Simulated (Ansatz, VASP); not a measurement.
## Ga in VASP and in Ansatz

File INCAR:

```
ALGO = Fast ; EDIFF = 1E-6
ENCUT = 520 ; GGA = PE
ISIF = 2 ; ISMEAR = 0
LASPH = True ; LCHARG = True
LELF = True ; LREAL = False
LVHAR = True ; LWAVE = False
NBANDS = 48 ; NELM = 100
PREC = Accurate ; SIGMA = 0.1
```

KPOINTS

```
k-points
0
Gamma
  8 8 8
```

File POSCAR:

```
Ga
1.0
   -2.9897962478      2.9897962478      2.9897962478
    2.9897962478     -2.9897962478      2.9897962478
    2.9897962478      2.9897962478     -2.9897962478
Ga
6
Direct
    0.2500000000      0.1250000000      0.8750000000
    0.1250000000      0.8750000000      0.2500000000
    0.7500000000      0.3750000000      0.6250000000
    0.8750000000      0.2500000000      0.1250000000
    0.6250000000      0.7500000000      0.3750000000
    0.3750000000      0.6250000000      0.7500000000
```

Input for Ansatz:

```yaml
crystal:
  lattice:
    - [-2.9897962478, 2.9897962478, 2.9897962478]
    - [2.9897962478, -2.9897962478, 2.9897962478]
    - [2.9897962478, 2.9897962478, -2.9897962478]
  atoms:
    - { symbol: Ga, position: [0.25, 0.125, 0.875] }
    - { symbol: Ga, position: [0.125, 0.875, 0.25] }
    - { symbol: Ga, position: [0.75, 0.375, 0.625] }
    - { symbol: Ga, position: [0.875, 0.25, 0.125] }
    - { symbol: Ga, position: [0.625, 0.75, 0.375] }
    - { symbol: Ga, position: [0.375, 0.625, 0.75] }
basis:
  ecutwfc: 420
kpoints:
  mp_grid: { grid: [8, 8, 8] }
hamiltonian:
  xc: pbe
scf:
  occupations: { method: gaussian, width: 0.1 }
output:
  forces: true
  stress: true
  eigenvalues: true
```

Alike in both runs: task single point; functional PBE; k mesh 8 × 8 × 8; occupations gaussian, width 0.1 eV; no spin polarisation.

|  | VASP | Ansatz |
| --- | --- | --- |
| version | VASP 6.6.1 | Ansatz 0.2.0 |
| potentials or method | VASP PAW PBE potentials, release 64 (Ga_d), cutoff 520 eV | scalar-relativistic, plane waves, PAW |
| valence electrons in the cell | 78 | 78 |

```csv
,VASP,Ansatz,Ansatz less VASP
gap on the k mesh at the Fermi level (eV),none,none,-
pressure (GPa),3.5,3.4,-0.04
```

A gap of «none» marks a metal or a gap that the smearing closes. With one functional, cell and mesh, what is left measures potentials, basis and numerics.
